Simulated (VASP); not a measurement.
# AlN in VASP: further runs

AlN is run at these levels: PBE, r2SCAN; tasks: single point.

Program: VASP 6.6.1. These are calculated values, not measurements. Logs are shortened: lines on timing, memory, paths and dates and some standing lists are left out, and cuts for length are marked.

## (1) The cell of the first run

It takes space group Fm-3m (No. 225, cubic). The conventional cell has a = 4.078 Å, b = 4.078 Å, c = 4.078 Å, α = 90.00°, β = 90.00°, γ = 90.00°. Within 2.7 Å of Al (site symmetry m-3m) lie 6 N at 2.04 Å. N (site symmetry m-3m) has 6 Al at 2.04 Å within 2.7 Å.

## (2) Single point, PBE (strain +1.0%)

Input file INCAR:

```
SYSTEM = AlN
  ALGO = Normal
  EDIFF = 1E-7
  ENCUT = 520
  GGA = PE
  ISIF = 2
  ISMEAR = -1
  LASPH = .TRUE.
  LCHARG = .FALSE.
  LREAL = .FALSE.
  LWAVE = .FALSE.
  NBANDS = 11
  NELM = 80
  PREC = Accurate
  SIGMA = 0.02
```

Input file KPOINTS:

```
k-points
0
G
  10 10 10
  0 0 0
```

Input file POSCAR:

```
AlN
1.0
    0.0000000000      2.0390571358      2.0390571358
    2.0390571358      0.0000000000      2.0390571358
    2.0390571358      2.0390571358      0.0000000000
Al N
1 1
Direct
    0.0000000000      0.0000000000      0.0000000000
    0.5000000000      0.5000000000      0.5000000000
```

Potentials or basis: VASP PAW PBE potentials, release 64 (Al, N).

Started as:

```
$ cat potpaw_PBE.64/Al/POTCAR potpaw_PBE.64/N/POTCAR > POTCAR
$ mpirun -np 1 vasp_std > vasp.out
```

OUTCAR:

```text
SYSTEM = AlN
   EDIFF = 1E-7
   ENCUT = 520
   GGA = PE
   ISIF = 2
   ISMEAR = -1
   LASPH = .TRUE.
   LREAL = .FALSE.
   NELM = 80
   PREC = Accurate

 ion  position               nearest neighbor table
   1  0.000  0.000  0.000-   2 2.04   2 2.04   2 2.04   2 2.04   2 2.04   2 2.04
   2  0.500  0.500  0.500-   1 2.04   1 2.04   1 2.04   1 2.04   1 2.04   1 2.04

  LATTYP: Found a face centered cubic cell.
 ALAT       =     4.0781142716

  Lattice vectors:

 A1 = (   0.0000000000,   2.0390571358,   2.0390571358)
 A2 = (   2.0390571358,   0.0000000000,   2.0390571358)
 A3 = (   2.0390571358,   2.0390571358,   0.0000000000)

Analysis of symmetry for initial positions (statically):
=====================================================================
 Subroutine PRICEL returns:
 Original cell was already a primitive cell.

 Routine SETGRP: Setting up the symmetry group for a
 face centered cubic supercell.

 Subroutine GETGRP returns: Found 48 space group operations
[... 9 lines left out ...]

 Routine SETGRP: Setting up the symmetry group for a
 face centered cubic supercell.

 Subroutine GETGRP returns: Found 48 space group operations
[... 11 lines left out ...]
                                     Primitive cell

  volume of cell :      16.9558

  direct lattice vectors                    reciprocal lattice vectors
     0.000000000  2.039057136  2.039057136    -0.245211373  0.245211373  0.245211373
     2.039057136  0.000000000  2.039057136     0.245211373 -0.245211373  0.245211373
     2.039057136  2.039057136  0.000000000     0.245211373  0.245211373 -0.245211373

  length of vectors
     2.883662256  2.883662256  2.883662256     0.424718557  0.424718557  0.424718557

  position of ions in fractional coordinates (direct lattice)
     0.000000000  0.000000000  0.000000000
     0.500000000  0.500000000  0.500000000

  ion indices of the primitive-cell ions
   primitive index   ion index
                 1           1
                 2           2

----------------------------------------------------------------------------------------

 KPOINTS: k-points

Automatic generation of k-mesh.
 Grid dimensions read from file:
 generate k-points for:   10   10   10

 Generating k-lattice:

  Cartesian coordinates                     Fractional coordinates (reciprocal lattice)
    -0.024521137  0.024521137  0.024521137     0.100000000  0.000000000  0.000000000
     0.024521137 -0.024521137  0.024521137     0.000000000  0.100000000  0.000000000
     0.024521137  0.024521137 -0.024521137     0.000000000  0.000000000  0.100000000

  Length of vectors
     0.042471856  0.042471856  0.042471856

  Shift w.r.t. Gamma in fractional coordinates (k-lattice)
     0.000000000  0.000000000  0.000000000

 Subroutine IBZKPT returns following result:
 ===========================================

 Found     47 irreducible k-points:

 Following reciprocal coordinates:
            Coordinates               Weight
  0.000000  0.000000  0.000000      1.000000
  0.100000  0.000000  0.000000      8.000000
  0.200000  0.000000  0.000000      8.000000
  0.300000  0.000000  0.000000      8.000000
  0.400000  0.000000  0.000000      8.000000
  0.500000  0.000000  0.000000      4.000000
[... 16 lines left out ...]
  0.300000  0.300000  0.000000      6.000000
  0.400000  0.300000  0.000000     24.000000
 [... further k-points ...]
   k-points           NKPTS =     47   k-points in BZ     NKDIM =     47   number of bands    NBANDS=     11
   number of dos      NEDOS =    301   number of ions     NIONS =      2
   total plane-waves  NPLWV =  13824
   dimension x,y,z NGX =    24 NGY =   24 NGZ =   24
   dimension x,y,z NGXF=    48 NGYF=   48 NGZF=   48
   ions per type =               1   1
   NGX,Y,Z   is equivalent  to a cutoff of  13.84, 13.84, 13.84 a.u.
   NGXF,Y,Z  is equivalent  to a cutoff of  27.67, 27.67, 27.67 a.u.
 SYSTEM =  AlN
   PREC   = accura    normal or accurate (medium, high low for compatibility)
   ISTART =      0    job   : 0-new  1-cont  2-samecut
   ICHARG =      2    charge: 1-file 2-atom 10-const
   ISPIN  =      1    spin polarized calculation?
   LNONCOLLINEAR =      F non collinear calculations
   LSORBIT =      F    spin-orbit coupling
   LASPH  =      T    aspherical Exc in radial PAW
   ENCUT  =  520.0 eV  38.22 Ry    6.18 a.u.   5.36  5.36  5.36*2*pi/ulx,y,z
   NELM   =     80;   NELMIN=  2; NELMDL= -5     # of ELM steps
   EDIFF  = 0.1E-06   stopping-criterion for ELM
   LREAL  =      F    real-space projection
   EDIFFG = 0.1E-05   stopping-criterion for IOM
   NSW    =      0    number of steps for IOM
   IBRION =     -1    ionic relax: 0-MD 1-quasi-New 2-CG
   NFREE  =      0    steps in history (QN), initial steepest desc. (CG)
   ISIF   =      2    stress and relaxation
   ISYM   =      2    0-nonsym 1-usesym 2-fastsym
   POTIM  = 0.5000    time-step for ionic-motion
   TEBEG  =    0.0;   TEEND  =   0.0 temperature during run
   PSTRESS=    0.0 pullay stress
   NELECT =       8.0000    total number of electrons
   NUPDOWN=      -1.0000    fix difference up-down
   EMIN   =  10.00;   EMAX   =-10.00  energy-range for DOS
   EFERMI =   0.00;   METHOD = LEGACY
   ISMEAR =    -1;   SIGMA  =   0.02  broadening in eV -4-tet -1-fermi 0-gaus
   EFERMI_NEDOS =   21; number of points for ismear=-14 and -15
   IALGO  =     38    algorithm
   IMIX   =      4    mixing-type and parameters
     AMIX     =   0.40;   BMIX     =  1.00
     AMIX_MAG =   1.60;   BMIX_MAG =  1.00
  volume/ion in A,a.u.               =       8.48        57.21
  Fermi-wavevector in a.u.,A,eV,Ry     =   1.274477  2.408413 22.099839  1.624292
  Thomas-Fermi vector in A             =   2.407243
   LORBIT       =      0    0 simple, 1 ext, 2 COOP (PROOUT), +10 PAW based schemes
   GGA     = PE    functional components
   LHFCALC =     F    Hartree Fock is set to
   AEXX    =    0.0000 exact exchange contribution
   IVDW    =     0    specifies the selected vdW correction
   LEPSILON=     F    determine dielectric tensor
   LRPA    =     F    only Hartree local field effects (RPA)
 non-spin polarized calculation
  energy-cutoff  :      520.00
  volume of cell :       16.96
 maximum number of plane-waves:       469
 NGX is ok and might be reduce to    24
   NGX = 11   NGY = 11   NGZ = 11

 number of electron       8.0000000 magnetization

 Free energy of the ion-electron system (eV)
  ---------------------------------------------------
  ext. energy  EPLUGINS =         0.00000000
  ---------------------------------------------------
  free energy    TOTEN  =       -14.54540825 eV

  energy without entropy =      -14.54540825  energy(sigma->0) =      -14.54540825

 E-fermi :  10.0808     XC(G=0): -12.1654

 val. band max:        9.6327383218   @ k =   0.0000   0.0000   0.0000
 cond. band min:      13.9931945226   @ k =   0.5000   0.5000   0.0000
 fundamental gap:      4.3604562008
 Fermi energy:        10.0808255948

 k-point     1 :       0.0000    0.0000    0.0000
  band No.  band energies     occupation
      1      -7.6882      2.00000
      2       9.6327      2.00000
      3       9.6327      2.00000
      4       9.6327      2.00000
      5      14.9447      0.00000
      6      21.7164      0.00000
      7      21.7164      0.00000
      8      21.7164      0.00000
      9      26.7883      0.00000
     10      27.2332      0.00000
     11      27.2332      0.00000

 k-point     2 :       0.1000    0.0000    0.0000
  band No.  band energies     occupation
      1      -7.4882      2.00000
      2       8.6153      2.00000
      3       9.5162      2.00000
      4       9.5162      2.00000
      5      15.5902      0.00000
      6      20.8113      0.00000
      7      22.0008      0.00000
      8      22.0008      0.00000
      9      25.5859      0.00000
     10      25.5859      0.00000
     11      27.5362      0.00000

 k-point     3 :       0.2000    0.0000    0.0000
  band No.  band energies     occupation
      1      -6.9067      2.00000
      2       6.5035      2.00000
      3       9.2328      2.00000
      4       9.2328      2.00000
      5      16.2984      0.00000
      6      20.2454      0.00000
      7      22.1155      0.00000
      8      22.1155      0.00000
      9      25.0413      0.00000
     10      25.0413      0.00000
     11      26.8409      0.00000

 k-point     4 :       0.3000    0.0000    0.0000
  band No.  band energies     occupation
      1      -6.0175      2.00000
      2       4.2241      2.00000
      3       8.9183      2.00000
      4       8.9183      2.00000
      5      16.1103      0.00000
      6      21.0824      0.00000
      7      21.3401      0.00000
      8      21.3401      0.00000
      9      26.0420      0.00000
     10      26.5368      0.00000
     11      26.5368      0.00000

 k-point     5 :       0.4000    0.0000    0.0000
  band No.  band energies     occupation
      1      -5.0351      2.00000
      2       2.3183      2.00000
      3       8.6870      2.00000
      4       8.6870      2.00000
      5      15.7459      0.00000
      6      20.6656      0.00000
      7      20.6656      0.00000
      8      22.1393      0.00000
      9      25.5578      0.00000
     10      28.7230      0.00000
     11      28.7230      0.00000

 k-point     6 :       0.5000    0.0000    0.0000
  band No.  band energies     occupation
      1      -4.5298      2.00000
      2       1.4924      2.00000
      3       8.6032      2.00000
      4       8.6032      2.00000
      5      15.6057      0.00000
      6      20.4250      0.00000
      7      20.4250      0.00000
      8      22.5458      0.00000
      9      25.4543      0.00000
     10      30.0202      0.00000
     11      30.0202      0.00000

 k-point     7 :       0.1000    0.1000    0.0000
  band No.  band energies     occupation
      1      -7.4220      2.00000
      2       8.6881      2.00000
      3       9.2761      2.00000
      4       9.2761      2.00000
      5      15.8529      0.00000
      6      20.1989      0.00000
      7      22.2921      0.00000
      8      22.2921      0.00000
      9      23.8456      0.00000
     10      27.5502      0.00000
     11      28.6616      0.00000

 k-point     8 :       0.2000    0.1000    0.0000
  band No.  band energies     occupation
      1      -6.9686      2.00000
      2       7.1208      2.00000
      3       8.9137      2.00000
      4       9.0416      2.00000
      5      16.6919      0.00000
      6      19.3534      0.00000
      7      21.8202      0.00000
      8      22.7239      0.00000
      9      23.4802      0.00000
     10      26.8607      0.00000
     11      28.3790      0.00000
[... 141 lines left out ...]
 k-point    19 :       0.5000    0.2000    0.0000
  band No.  band energies     occupation
      1      -4.3131      2.00000
      2       2.5197      2.00000
      3       6.4824      2.00000
      4       7.9162      2.00000
      5      16.5807      0.00000
      6      18.9751      0.00000
      7      21.3373      0.00000
      8      22.3319      0.00000
      9      26.3541      0.00000
     10      30.4220      0.00000
     11      31.0625      0.00000

 k-point    20 :      -0.4000    0.2000    0.0000
  band No.  band energies     occupation
      1      -4.1689      2.00000
      2       2.3339      2.00000
      3       6.0597      2.00000
      4       8.1566      2.00000
      5      16.9593      0.00000
      6      19.0169      0.00000
      7      21.8351      0.00000
      8      21.8539      0.00000
      9      27.2998      0.00000
     10      29.0715      0.00000
     11      30.1225      0.00000

 k-point    21 :      -0.3000    0.2000    0.0000
  band No.  band energies     occupation
      1      -4.8293      2.00000
      2       3.3757      2.00000
      3       6.0631      2.00000
      4       8.5546      2.00000
      5      17.6676      0.00000
      6      19.3058      0.00000
      7      20.8243      0.00000
      8      21.7103      0.00000
      9      26.4895      0.00000
     10      28.5832      0.00000
     11      30.0503      0.00000

 k-point    22 :      -0.2000    0.2000    0.0000
  band No.  band energies     occupation
      1      -5.7299      2.00000
      2       4.7406      2.00000
      3       6.7761      2.00000
      4       8.9842      2.00000
      5      18.0321      0.00000
      6      19.5301      0.00000
      7      20.1815      0.00000
      8      21.9163      0.00000
      9      24.5366      0.00000
     10      28.4964      0.00000
     11      29.7398      0.00000

 k-point    23 :       0.3000    0.3000    0.0000
  band No.  band energies     occupation
      1      -5.4937      2.00000
      2       4.8901      2.00000
      3       7.6615      2.00000
      4       7.6615      2.00000
      5      16.2390      0.00000
      6      16.3546      0.00000
      7      21.0958      0.00000
      8      24.9661      0.00000
      9      24.9661      0.00000
     10      29.9343      0.00000
     11      33.3619      0.00000

 k-point    24 :       0.4000    0.3000    0.0000
  band No.  band energies     occupation
      1      -4.7619      2.00000
      2       3.8878      2.00000
      3       6.9062      2.00000
      4       7.4104      2.00000
      5      15.5938      0.00000
      6      16.4911      0.00000
      7      21.5516      0.00000
      8      24.9188      0.00000
      9      25.6498      0.00000
     10      31.1820      0.00000
     11      34.0430      0.00000

 [... further k-points ...]
[... 5 lines left out ...]
  --------------------------------------------------------------------------------------
  -------------------------------------------------------------------------------------
  Total       -0.1748455     -0.1748455     -0.1748455     -0.0000000     -0.0000000     -0.0000000
  in kB      -16.5214043    -16.5214043    -16.5214043     -0.0000000     -0.0000000     -0.0000000
  external PRESSURE =     -16.5214043 kB  Pullay stress =       0.0000000 kB

 VOLUME and BASIS-vectors are now :
 -----------------------------------------------------------------------------
  energy-cutoff  :      520.00
  volume of cell :       16.96
      direct lattice vectors                 reciprocal lattice vectors
     0.000000000  2.039057136  2.039057136    -0.245211373  0.245211373  0.245211373
     2.039057136  0.000000000  2.039057136     0.245211373 -0.245211373  0.245211373
     2.039057136  2.039057136  0.000000000     0.245211373  0.245211373 -0.245211373

 POSITION                                       TOTAL-FORCE (eV/Angst)
 -----------------------------------------------------------------------------------
      0.00000      0.00000      0.00000        -0.000000      0.000000     -0.000000
      2.03906      2.03906      2.03906         0.000000     -0.000000      0.000000
 -----------------------------------------------------------------------------------
    total drift:                               -0.000000     -0.000000      0.000000

  FREE ENERGIE OF THE ION-ELECTRON SYSTEM (eV)
  ---------------------------------------------------
  free  energy   TOTEN  =       -14.5454082454 eV

  energy  without entropy=      -14.5454082454  energy(sigma->0) =      -14.54540825
```

It took 6.1 s on 1 thread of Intel Xeon 6975P-C, shared host; peak memory 0.14 GiB.

Results:

```yaml
Free_energy: -14.5454 eV
Pressure: -1.7 GPa
Band_gap_on_the_k_mesh: 4.36 eV, indirect (least direct gap 5.31 eV)
```

Caveat: the cell differs from its parent crystal (strain +1.0%). A k mesh can miss the band edges.

## (3) Single point, r2SCAN (strain +1.0%)

POSCAR is that of step 2.

Input file INCAR.step1:

```
SYSTEM = AlN
PREC = Accurate
ENCUT = 520
ISMEAR = 0
SIGMA = 0.01
LREAL = .FALSE.
LASPH = .TRUE.
NELM = 60
NBANDS = 11
GGA = PE
ALGO = Normal
EDIFF = 1E-4
LWAVE = .TRUE.
LCHARG = .FALSE.
```

Input file INCAR.step2:

```
SYSTEM = AlN
PREC = Accurate
ENCUT = 520
EDIFF = 1E-6
ISMEAR = 0
SIGMA = 0.01
LREAL = .FALSE.
LASPH = .TRUE.
NELM = 60
ALGO = Normal
ISIF = 2
LWAVE = .FALSE.
LCHARG = .FALSE.
METAGGA = R2SCAN
LMIXTAU = .TRUE.
NBANDS = 11
ISTART = 1
```

Input file KPOINTS:

```
regular mesh
0
G
  10 10 10
  0 0 0
```

Potentials or basis: VASP PAW PBE potentials, release 64 (Al, N).

Started as:

```
$ cat potpaw_PBE.64/Al/POTCAR potpaw_PBE.64/N/POTCAR > POTCAR
$ cp INCAR.step1 INCAR
$ mpirun -np 1 vasp_std > vasp.out
$ cp INCAR.step2 INCAR
$ mpirun -np 1 vasp_std > vasp.out
```

It took 24 s on 1 thread of Intel Xeon 6975P-C, shared host; peak memory 0.14 GiB.

The run converged. Its results:

```
Free energy            : -18.8826 eV
Pressure               : -8.5 GPa
Band gap on the k mesh : 5.23 eV, indirect (least direct gap 6.13 eV)
```

Levels at points of the mesh, in eV from the valence-band top:
| k point | band 1 | band 2 | band 3 | band 4 | band 5 | band 6 | band 7 | band 8 |
| --- | --- | --- | --- | --- | --- | --- | --- | --- |
| (0.00, 0.00, 0.00) | -18.17 | 0.00 | 0.00 | 0.00 | 6.13 | 12.82 | 12.82 | 12.82 |
| (0.50, 0.00, 0.00) | -15.03 | -8.28 | -1.11 | -1.11 | 6.74 | 11.69 | 11.69 | 14.23 |
| (0.50, 0.50, 0.00) | -14.10 | -7.37 | -2.83 | -2.83 | 5.23 | 6.02 | 15.04 | 18.28 |

Caveat: the cell differs from its parent crystal (strain +1.0%); the PAW data sets were made with another functional, which shifts forces and pressure a little. A k mesh can miss the band edges.

(Part 1 of 2 ends here.)
